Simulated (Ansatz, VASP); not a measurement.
One calculation of BP, two programs

File POSCAR:

```
BP
1.0
    0.0000000000      2.2690000000      2.4505200000
    2.2690000000      0.0000000000      2.4505200000
    2.2690000000      2.2690000000      0.0000000000
B P
1 1
Direct
    0.0000000000      0.0000000000      0.0000000000
    0.7500000000      0.7500000000      0.7500000000
```

The input INCAR.step1:

```
PREC = Accurate ; ENCUT = 520
ISMEAR = 0 ; SIGMA = 0.05
LREAL = False ; LASPH = True
NELM = 100 ; NBANDS = 11
GGA = PE ; ALGO = Normal
EDIFF = 1E-4 ; LWAVE = True
LCHARG = False
```

File INCAR.step2:

```
PREC = Accurate ; ENCUT = 520
EDIFF = 1E-6 ; ISMEAR = 0
SIGMA = 0.05 ; LREAL = False
LASPH = True ; NELM = 100
ALGO = Normal ; ISIF = 2
LWAVE = False ; LCHARG = False
METAGGA = R2SCAN ; LMIXTAU = True
NBANDS = 11 ; ISTART = 1
```

File KPOINTS:

```
Automatic mesh
0
Gamma
  10 10 10
```

Input for Ansatz:

```yaml
crystal:
  lattice:
    - [0.0, 2.269, 2.45052]
    - [2.269, 0.0, 2.45052]
    - [2.269, 2.269, 0.0]
  atoms:
    - { symbol: B, position: [0.0, 0.0, 0.0] }
    - { symbol: P, position: [0.75, 0.75, 0.75] }
basis:
  ecutwfc: 500
kpoints:
  mp_grid: { grid: [10, 10, 10] }
hamiltonian:
  xc: r2scan
scf:
  occupations: { method: gaussian, width: 0.05 }
output:
  forces: true
  stress: true
  eigenvalues: true
```

Change from the starting cell: strain +0.000 along x and y, +0.080 along z, atoms carried along.

Alike in both runs: task single point; functional r2SCAN; k mesh 10 × 10 × 10; occupations gaussian, width 0.05 eV; no spin polarisation.

|  | VASP | Ansatz |
| --- | --- | --- |
| version | VASP 6.6.1 | Ansatz 0.2.0 |
| potentials or method | VASP PAW PBE potentials, release 64 (B, P), cutoff 520 eV | scalar-relativistic, plane waves, PAW |
| valence electrons in the cell | 8 | 8 |

```csv
,VASP,Ansatz,Ansatz less VASP
gap on the k mesh at the Fermi level (eV),0.95,0.92,-0.028
least direct gap on the mesh (eV),3.13,3.09,-0.038
pressure (GPa),-11.8,-11.4,+0.43
"traceless stress, the component that is largest in VASP (GPa)",-15.09,-15.03,+0.064
```

VASP's potentials were made for PBE, not for r2SCAN.
